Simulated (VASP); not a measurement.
Wanted: the native input for a VASP 6.6.1 run.

* Task: relaxation of cell and atoms
* Functional: PBEsol
* Potentials or basis: VASP PAW PBE potentials, release 64 (Cu)
* Cutoff: 600 eV
* k mesh: 10 × 10 × 10
* Occupations: gaussian, width 0.1 eV
* Spin: no spin polarisation
* Dipole correction: no
* Further INCAR settings: ALGO = Normal; EDIFF = 1e-07; IBRION = 2; EDIFFG = -0.05; NSW = 80; ISIF = 3

The structure of Cu lies in POSCAR:

```
Cu
1.0
   -1.3929037155      1.3929037155      1.3929037155
    1.3929037155     -1.3929037155      1.3929037155
    1.3929037155      1.3929037155     -1.3929037155
Cu
1
Direct
    0.0000000000      0.0000000000      0.0000000000
```

These files were run (other wordings do the same):

INCAR

```
PREC = Accurate
ENCUT = 600
EDIFF = 1E-7
ISMEAR = 0
SIGMA = 0.1
LREAL = False
LASPH = True
NELM = 120
ALGO = Normal
ISIF = 3
LWAVE = False
LCHARG = False
GGA = PS
IBRION = 2
NSW = 80
EDIFFG = -0.05
GGA_COMPAT = False
NELMIN = 4
```

KPOINTS

```
Automatic mesh
0
Gamma
  10 10 10
```

Potentials or basis: VASP PAW PBE potentials, release 64 (Cu).

Launch:

```bash
$ cat potpaw_PBE.64/Cu/POTCAR > POTCAR
$ mpirun -np 1 vasp_std > vasp.out
```

It gave:

* Relaxed volume: 11.40 Å³/atom
* Relaxed cell: a = 2.456 Å, b = 2.456 Å, c = 2.456 Å, α = 109.47°, β = 109.47°, γ = 109.47°
* Space group after relaxing (to 0.05 Å): Im-3m (No. 229)
* Energy gained by relaxing: 17.3 meV/atom
* Ionic steps: 3
* Pressure after relaxing: 0.0 GPa

Caveat: the PAW data sets were made with another functional, which shifts forces and pressure a little.

Wall time 7.9 s on 1 thread of AMD EPYC 9R45 96-Core Processor (Zen 5) (shared host), peak memory 0.1 GiB.
